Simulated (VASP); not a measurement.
KCd2Os3:

```
CELL_PARAMETERS angstrom
6.14065 0.00000 0.00000
-3.07032 5.31796 0.00000
0.00000 0.00000 3.73915
ATOMIC_POSITIONS crystal
K 0.00000 0.00000 0.00000
Cd 0.33333 0.66667 0.00000
Cd 0.66667 0.33333 0.00000
Os 0.50000 0.00000 0.50000
Os 0.50000 0.50000 0.50000
Os 0.00000 0.50000 0.50000
```

```yaml
Program: VASP 6.6.1
Task: relaxation of cell and atoms
Functional: PBE
Potentials_or_basis: VASP PAW PBE potentials, release 64 (K_sv, Cd, Os)
Cutoff: 600 eV
k_mesh: 3 × 3 × 6
Occupations: gaussian, width 0.1 eV
Spin: no spin polarisation
```

At the start: pressure 10.1 GPa; volume 20.35 Å³/atom.

Problem. How do energy, volume and symmetry change on relaxing?

Solution. Over 10 steps the energy falls by 802.6 meV/atom and the volume is 19.87 Å³/atom (-2.4 %); space group P6/mmm (No. 191, to 0.1 Å) before and after.

Step by step:
```csv
step,energy change (eV),largest force (eV/Å),pressure (GPa),volume (Å³)
1,0.0000,0.0000,10.06,122.10
2,-2.2081,0.0000,-12.81,144.30
3,-2.2080,0.0000,-12.45,143.63
4,-4.3632,0.0000,-10.17,131.50
5,-4.5379,0.0000,-8.17,128.51
6,-4.5546,0.0000,-7.49,127.71
7,-4.7848,0.0000,3.34,116.27
8,-4.8152,0.0000,0.19,118.95
9,-4.8151,0.0000,-0.01,119.12
10,-4.8155,0.0000,-0.12,119.21
```

Final structure:
```
K Cd Os
1.0
     5.33694    0.00000    0.00000
    -2.66847    4.62193    0.00000
     0.00000    0.00000    4.83280
K Cd Os
1 2 3
Direct
  0.00000 0.00000 0.00000
  0.33333 0.66667 0.00000
  0.66667 0.33333 0.00000
  0.50000 0.00000 0.50000
  0.50000 0.50000 0.50000
  0.00000 0.50000 0.50000
```

Caveat: the k points lie up to 0.45 Å⁻¹ apart in the final cell, too coarse for converged energies and pressures of a metal; a cell axis changed by over 15 % at a fixed basis, so the end point is rough.
